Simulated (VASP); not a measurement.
The system is Hf.

```
Hf
1.0
    -1.80500    1.80500    1.80500
     1.80500   -1.80500    1.80500
     1.80500    1.80500   -1.80500
Hf
1
Direct
  0.00000 0.00000 0.00000
```

This isn't the form of Hf at room conditions, which is hcp.

- Program: VASP 6.6.1
- Task: relaxation of cell and atoms
- Functional: HSE06
- Potentials or basis: VASP PAW PBE potentials, release 64 (Hf_pv)
- Cutoff: 600 eV
- k mesh: 5 × 5 × 5
- Occupations: fermi-dirac, width 0.05 eV
- Spin: no spin polarisation

At the start: pressure -4.3 GPa; volume 23.52 Å³/atom.

Problem. Where does the relaxation end?

Solution. Over 6 steps the energy falls by 26.2 meV/atom and the volume is 21.87 Å³/atom (-7.0 %); space group Im-3m (No. 229, to 0.1 Å) before and after.

The path:
```
step  energy change (eV)  largest force (eV/Å)  pressure (GPa)  volume (Å³)
   1              0.0000                0.0000           -4.32        23.52
   2             -0.0233                0.0000            2.26        21.43
   3             -0.0262                0.0000           -0.20        21.89
   4             -0.0262                0.0000           -0.10        21.85
   5             -0.0262                0.0000            0.13        21.81
   6             -0.0262                0.0000           -0.07        21.87
```

Final structure:
```
Hf
1.0
    -1.76156    1.76156    1.76156
     1.76156   -1.76156    1.76156
     1.76156    1.76156   -1.76156
Hf
1
Direct
  0.00000 0.00000 0.00000
```

Caveat: the k points lie up to 0.50 Å⁻¹ apart in the final cell, too coarse for converged energies and pressures of a metal; the PAW data sets were made with another functional, which shifts forces and pressure a little.
